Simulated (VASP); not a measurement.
# Pd (Fm-3m) in VASP: further runs, part 2 of 2

VASP 6.6.1. The steps go on from the part before.

### Step 4. Single point, r2SCAN (14.62 Å³/atom)

This run uses another cell than the first one, of 14.62 Å³/atom.

The input, POSCAR:

```
Pd
1.0
    0.0000000000      1.9406227587      1.9406227587
    1.9406227587      0.0000000000      1.9406227587
    1.9406227587      1.9406227587      0.0000000000
Pd
1
Direct
    0.0000000000      0.0000000000      0.0000000000
```

The input, INCAR.step1:

```
SYSTEM = Pd
PREC = Accurate
ENCUT = 520
ISMEAR = 0
SIGMA = 0.05
LREAL = .False.
LASPH = .True.
NELM = 80
NBANDS = 11
GGA = PE
ALGO = Normal
EDIFF = 1E-4
LWAVE = .True.
LCHARG = .False.
```

The input, INCAR.step2:

```
SYSTEM = Pd
PREC = Accurate
ENCUT = 520
EDIFF = 1E-7
ISMEAR = 0
SIGMA = 0.05
LREAL = .False.
LASPH = .True.
NELM = 80
ALGO = Normal
ISIF = 2
LWAVE = .False.
LCHARG = .True.
METAGGA = R2SCAN
LMIXTAU = .True.
LELF = .True.
LVHAR = .True.
NBANDS = 11
ISTART = 1
```

The input, KPOINTS:

```
Automatic mesh
0
Gamma
  20 20 20
  0 0 0
```

Potentials or basis: VASP PAW PBE potentials, release 64 (Pd).

The run is started by

```bash
$ cat potpaw_PBE.64/Pd/POTCAR > POTCAR
$ cp INCAR.step1 INCAR
$ mpirun -np 1 vasp_std > vasp.out
$ cp INCAR.step2 INCAR
$ mpirun -np 1 vasp_std > vasp.out
```

OUTCAR:

```text
SYSTEM = Pd
   PREC = Accurate
   ENCUT = 520
   EDIFF = 1E-7
   ISMEAR = 0
   LREAL = .False.
   LASPH = .True.
   NELM = 80
   ISIF = 2
   METAGGA = R2SCAN
   ISTART = 1

 ion  position               nearest neighbor table
   1  0.000  0.000  0.000-

  LATTYP: Found a face centered cubic cell.
 ALAT       =     3.8812455174

  Lattice vectors:

 A1 = (   0.0000000000,   1.9406227587,   1.9406227587)
 A2 = (   1.9406227587,   0.0000000000,   1.9406227587)
 A3 = (   1.9406227587,   1.9406227587,   0.0000000000)

Analysis of symmetry for initial positions (statically):
=====================================================================
 Subroutine PRICEL returns:
 Original cell was already a primitive cell.

 Routine SETGRP: Setting up the symmetry group for a
 face centered cubic supercell.

 Subroutine GETGRP returns: Found 48 space group operations
 (whereof 48 operations were pure point group operations)
 out of a pool of 48 trial point group operations.

The static configuration has the point symmetry O_h .

Analysis of symmetry for dynamics (positions and initial velocities):
=====================================================================
 Subroutine PRICEL returns:
 Original cell was already a primitive cell.

 Routine SETGRP: Setting up the symmetry group for a
 face centered cubic supercell.

 Subroutine GETGRP returns: Found 48 space group operations
 (whereof 48 operations were pure point group operations)
 out of a pool of 48 trial point group operations.

The dynamic configuration has the point symmetry O_h .

 Subroutine INISYM returns: Found 48 space group operations
 (whereof 48 operations are pure point group operations),
 and found     1 'primitive' translations

----------------------------------------------------------------------------------------

                                     Primitive cell

  volume of cell :      14.6168

  direct lattice vectors                    reciprocal lattice vectors
[... 107 lines left out ...]
  Fermi-wavevector in a.u.,A,eV,Ry     =   1.442526  2.725979 28.312117  2.080882
  Thomas-Fermi vector in A             =   2.561036
   LORBIT       =      0    0 simple, 1 ext, 2 COOP (PROOUT), +10 PAW based schemes
   METAGGA = R2SCAN    functional components
   LHFCALC =     F    Hartree Fock is set to
   AEXX    =    0.0000 exact exchange contribution
   IVDW    =     0    specifies the selected vdW correction
   LEPSILON=     F    determine dielectric tensor
   LRPA    =     F    only Hartree local field effects (RPA)
 non-spin polarized calculation
 Gauss-broadening in eV      SIGMA  =   0.05
  energy-cutoff  :      520.00
  volume of cell :       14.62
 maximum number of plane-waves:       411
   NGX = 11   NGY = 11   NGZ = 11

 number of electron      10.0000001 magnetization

 Free energy of the ion-electron system (eV)
  ---------------------------------------------------
  ext. energy  EPLUGINS =         0.00000000
  ---------------------------------------------------
  free energy    TOTEN  =       -22.93960069 eV

  energy without entropy =      -22.93656658  energy(sigma->0) =      -22.93808364

 E-fermi :   9.7437     XC(G=0): -14.2029

 val. band max:        9.7434642060   @ k =  -0.4500   0.3000   0.0000
 cond. band min:       9.7491541468   @ k =   0.3500   0.2000   0.0000
 fundamental gap:      0.0056899408
 Fermi energy:         9.7437276487

 k-point     1 :       0.0000    0.0000    0.0000
  band No.  band energies     occupation
      1       2.4953      2.00000
      2       6.7962      2.00000
      3       6.7962      2.00000
      4       6.7962      2.00000
      5       8.4311      2.00000
      6       8.4311      2.00000
      7      27.7933      0.00000
      8      32.1649      0.00000
      9      32.8404      0.00000
     10      32.8404      0.00000
     11      32.8404      0.00000
[... 309 lines left out ...]
 k-point    24 :      -0.3500    0.0500    0.0000
  band No.  band energies     occupation
      1       4.4439      2.00000
      2       6.8402      2.00000
      3       6.9060      2.00000
      4       8.3885      2.00000
      5       9.1292      2.00000
      6       9.9103      0.00000
      7      20.6913      0.00000
      8      27.8618      0.00000
      9      31.9375      0.00000
     10      32.2329      0.00000
     11      33.7657      0.00000

 [... further k-points ...]
[... 5 lines left out ...]
  --------------------------------------------------------------------------------------
  -------------------------------------------------------------------------------------
  Total        0.4268602      0.4268602      0.4268602      0.0000000      0.0000000      0.0000000
  in kB       46.7889057     46.7889057     46.7889057      0.0000000      0.0000000      0.0000000
  external PRESSURE =      46.7889057 kB  Pullay stress =       0.0000000 kB

 VOLUME and BASIS-vectors are now :
 -----------------------------------------------------------------------------
  energy-cutoff  :      520.00
  volume of cell :       14.62
      direct lattice vectors                 reciprocal lattice vectors
     0.000000000  1.940622759  1.940622759    -0.257649251  0.257649251  0.257649251
     1.940622759  0.000000000  1.940622759     0.257649251 -0.257649251  0.257649251
     1.940622759  1.940622759  0.000000000     0.257649251  0.257649251 -0.257649251

 POSITION                                       TOTAL-FORCE (eV/Angst)
 -----------------------------------------------------------------------------------
      0.00000      0.00000      0.00000        -0.000000      0.000000      0.000000
 -----------------------------------------------------------------------------------
    total drift:                                0.000000      0.000000      0.000000

  FREE ENERGIE OF THE ION-ELECTRON SYSTEM (eV)
  ---------------------------------------------------
  free  energy   TOTEN  =       -22.9396006929 eV

  energy  without entropy=      -22.9365665849  energy(sigma->0) =      -22.93808364
```

OSZICAR.step1:

```text
N       E                     dE             d eps       ncg     rms          rms(c)
DAV:   1     0.423236386209E+02    0.42324E+02   -0.52076E+03  5704   0.857E+02
DAV:   2    -0.493989024752E+01   -0.47264E+02   -0.45608E+02  6326   0.182E+02
DAV:   3    -0.548378271119E+01   -0.54389E+00   -0.54135E+00  6806   0.210E+01
DAV:   4    -0.548612375813E+01   -0.23410E-02   -0.23407E-02  6827   0.144E+00
DAV:   5    -0.548614836326E+01   -0.24605E-04   -0.24604E-04  7427   0.133E-01    0.796E+00
DAV:   6    -0.521387228292E+01    0.27228E+00   -0.10736E+00  6925   0.850E+00    0.390E+00
DAV:   7    -0.520285954700E+01    0.11013E-01   -0.27712E-02  7439   0.111E+00    0.199E+00
DAV:   8    -0.519903604121E+01    0.38235E-02   -0.15556E-03  6998   0.355E-01    0.993E-02
DAV:   9    -0.519900464717E+01    0.31394E-04   -0.18148E-04  5036   0.115E-01
   1 F= -.51990046E+01 E0= -.51974580E+01  d E =-.309337E-02
```

Wall time 3.4 min (1 thread of Intel Xeon 8259CL, shared host); peak memory 0.16 GiB.

What came out:

```
Free energy            : -22.9396 eV
Pressure               : 4.7 GPa
Band gap on the k mesh : zero (bands 5 and 6 overlap by 1.71 eV)
```

Caveat: the cell stands under pressure; the PAW data sets were made with another functional, which shifts forces and pressure a little.

### Step 5. Single point, r2SCAN (14.85 Å³/atom)

This run uses another cell than the first one, of 14.85 Å³/atom.

The input, POSCAR:

```
Pd
1.0
    0.0000000000      1.9507049300      1.9507049300
    1.9507049300      0.0000000000      1.9507049300
    1.9507049300      1.9507049300      0.0000000000
Pd
1
Direct
    0.0000000000      0.0000000000      0.0000000000
```

The input, INCAR.step1:

```
SYSTEM = Pd
PREC = Accurate ; ENCUT = 520
ISMEAR = 0 ; SIGMA = 0.05
LREAL = .FALSE. ; LASPH = .TRUE.
NELM = 80 ; NBANDS = 11
GGA = PE ; ALGO = Normal
EDIFF = 1E-4 ; LWAVE = .TRUE.
LCHARG = .FALSE.
```

The input, INCAR.step2:

```
SYSTEM = Pd
PREC = Accurate ; ENCUT = 520
EDIFF = 1E-6 ; ISMEAR = 0
SIGMA = 0.05 ; LREAL = .FALSE.
LASPH = .TRUE. ; NELM = 80
ALGO = Normal ; ISIF = 2
LWAVE = .FALSE. ; LCHARG = .FALSE.
METAGGA = R2SCAN ; LMIXTAU = .TRUE.
NBANDS = 11 ; ISTART = 1
```

The input, KPOINTS:

```
regular mesh
0
G
  20 20 20
  0 0 0
```

Potentials or basis: VASP PAW PBE potentials, release 64 (Pd).

The run is started by

```bash
$ cat potpaw_PBE.64/Pd/POTCAR > POTCAR
$ cp INCAR.step1 INCAR
$ mpirun -np 1 vasp_std > vasp.out
$ cp INCAR.step2 INCAR
$ mpirun -np 1 vasp_std > vasp.out
```

OUTCAR:

```text
SYSTEM = Pd
   PREC = Accurate
   ENCUT = 520
   EDIFF = 1E-6
   ISMEAR = 0
   LREAL = .FALSE.
   LASPH = .TRUE.
   NELM = 80
   ISIF = 2
   METAGGA = R2SCAN
   ISTART = 1

 ion  position               nearest neighbor table
   1  0.000  0.000  0.000-

  LATTYP: Found a face centered cubic cell.
 ALAT       =     3.9014098600

  Lattice vectors:

 A1 = (   0.0000000000,   1.9507049300,   1.9507049300)
 A2 = (   1.9507049300,   0.0000000000,   1.9507049300)
 A3 = (   1.9507049300,   1.9507049300,   0.0000000000)

Analysis of symmetry for initial positions (statically):
[... 506 lines left out ...]
      4       8.1741      2.00000
      5       8.8836      2.00000
      6       9.6548      0.00000
      7      20.2954      0.00000
      8      27.5644      0.00000
      9      31.5115      0.00000
     10      32.0025      0.00000
     11      33.3063      0.00000

 [... further k-points ...]
[... 5 lines left out ...]
  --------------------------------------------------------------------------------------
  -------------------------------------------------------------------------------------
  Total        0.1405834      0.1405834      0.1405834     -0.0000000     -0.0000000      0.0000000
  in kB       15.1719011     15.1719011     15.1719011     -0.0000000     -0.0000000      0.0000000
  external PRESSURE =      15.1719011 kB  Pullay stress =       0.0000000 kB

 VOLUME and BASIS-vectors are now :
 -----------------------------------------------------------------------------
  energy-cutoff  :      520.00
  volume of cell :       14.85
      direct lattice vectors                 reciprocal lattice vectors
     0.000000000  1.950704930  1.950704930    -0.256317597  0.256317597  0.256317597
     1.950704930  0.000000000  1.950704930     0.256317597 -0.256317597  0.256317597
     1.950704930  1.950704930  0.000000000     0.256317597  0.256317597 -0.256317597

 POSITION                                       TOTAL-FORCE (eV/Angst)
 -----------------------------------------------------------------------------------
      0.00000      0.00000      0.00000         0.000000      0.000000      0.000000
 -----------------------------------------------------------------------------------
    total drift:                                0.000000      0.000000     -0.000000

  FREE ENERGIE OF THE ION-ELECTRON SYSTEM (eV)
  ---------------------------------------------------
  free  energy   TOTEN  =       -22.9440973626 eV

  energy  without entropy=      -22.9409885355  energy(sigma->0) =      -22.94254295
```

OSZICAR.step1:

```text
N       E                     dE             d eps       ncg     rms          rms(c)
DAV:   1     0.429623793534E+02    0.42962E+02   -0.52164E+03  5656   0.858E+02
DAV:   2    -0.492529175928E+01   -0.47888E+02   -0.46402E+02  6334   0.184E+02
DAV:   3    -0.549004120781E+01   -0.56475E+00   -0.56174E+00  6805   0.213E+01
DAV:   4    -0.549253930190E+01   -0.24981E-02   -0.24977E-02  6792   0.149E+00
DAV:   5    -0.549256682136E+01   -0.27519E-04   -0.27520E-04  7342   0.141E-01    0.761E+00
DAV:   6    -0.522252534471E+01    0.27004E+00   -0.10983E+00  6913   0.855E+00    0.372E+00
DAV:   7    -0.521257009172E+01    0.99553E-02   -0.22387E-02  7403   0.991E-01    0.194E+00
DAV:   8    -0.520894154765E+01    0.36285E-02   -0.13099E-03  6992   0.314E-01    0.888E-02
DAV:   9    -0.520892025363E+01    0.21294E-04   -0.12817E-04  4902   0.965E-02
   1 F= -.52089203E+01 E0= -.52073006E+01  d E =-.323937E-02
```

Run time: 2.6 min. Hardware: 1 thread of Intel Xeon 8259CL, shared host; peak memory 0.18 GiB.

Results:

```yaml
Free_energy: -22.9441 eV
Pressure: 1.5 GPa
Band_gap_on_the_k_mesh: zero (bands 5 and 6 overlap by 1.67 eV)
```

Levels at points of the mesh, in eV from the Fermi level:
```csv
k point,band 1,band 2,band 3,band 4,band 5,band 6,band 7,band 8,band 9,band 10
"(0.00, 0.00, 0.00)",-7.12,-2.87,-2.87,-2.87,-1.28,-1.28,18.04,22.48,22.99,22.99
"(0.50, 0.00, 0.00)",-5.36,-2.95,-2.95,-0.02,-0.02,1.32,7.67,17.43,22.08,22.08
"(0.50, 0.50, 0.00)",-5.47,-5.20,-0.09,0.32,0.32,3.67,11.26,13.91,13.91,21.94
```

Caveat: the PAW data sets were made with another functional, which shifts forces and pressure a little.

### Step 6. Overview

| level | cell | k mesh | gap on the mesh (eV) | pressure (GPa) |
| --- | --- | --- | --- | --- |
| PBE | a = 2.792 Å, angles 60.0°, 1 atom | 8 × 8 × 8 | none | -0.3 |
| r2SCAN | a = 2.726 Å, angles 60.0°, 1 atom | 20 × 20 × 20 | none | 9.3 |
| r2SCAN | a = 2.744 Å, angles 60.0°, 1 atom | 20 × 20 × 20 | none | 4.7 |
| r2SCAN | a = 2.759 Å, angles 60.0°, 1 atom | 20 × 20 × 20 | none | 1.5 |

Alike in all rows: task single point; potentials or basis VASP PAW PBE potentials, release 64 (Pd); no spin polarisation; cutoff (eV) 520; smearing gaussian 0.05 eV.

Caveats: the PAW data sets were made with another functional, which shifts forces and pressure a little (at least some runs); the cell stands under pressure (at least some runs).

Absolute energies hang on the potentials; compare differences alone.

The gap in the log of VASP goes by the Fermi energy; the results here count the filled bands.